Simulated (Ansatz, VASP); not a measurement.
One calculation of Ir2Rh, two programs

```
Ir Rh
1.0
     2.72794    0.00000    0.00000
    -1.36397    2.36246    0.00000
     0.00000    0.00000   13.03281
Ir Rh
4 2
Cartesian
  0.0000 1.5750 0.0000
  0.0000 1.5750 4.3443
  0.0000 1.5750 8.6885
  1.3640 0.7875 6.5164
  1.3640 0.7875 2.1721
  1.3640 0.7875 10.8607
```

Alike in both runs: task single point; functional PBE; k mesh 6 × 6 × 2; occupations gaussian, width 0.1 eV; no spin polarisation.

|  | VASP | Ansatz |
| --- | --- | --- |
| version | VASP 6.6.1 | Ansatz 0.2.0 |
| potentials or method | VASP PAW PBE potentials, release 64 (Ir, Rh_pv), cutoff 520 eV | scalar-relativistic, plane waves, PAW |
| valence electrons in the cell | 66 | 102 |

Ansatz gave:

```
gap on the k mesh at the Fermi level (eV)                     : none
pressure (GPa)                                                : 10.0
traceless stress, the component that is largest in VASP (GPa) : -0.64
rms of the force components (eV/Å)                            : 0.048
```

Q: Estimate VASP's values.

A: gap on the k mesh at the Fermi level (eV): none; pressure (GPa): 10.5; traceless stress, the component that is largest in VASP (GPa): -0.65; rms of the force components (eV/Å): 0.046.

Atom by atom the forces differ by 0.011 eV/Å (rms over components). A gap of «none» marks a metal or a gap that the smearing closes. VASP's potentials hold 66 valence electrons a cell and Ansatz's 102, so a difference there can come from the potentials and not from the codes.

The k mesh is coarse, so the values compare programs but aren't converged. Neither program's run includes spin-orbit coupling.
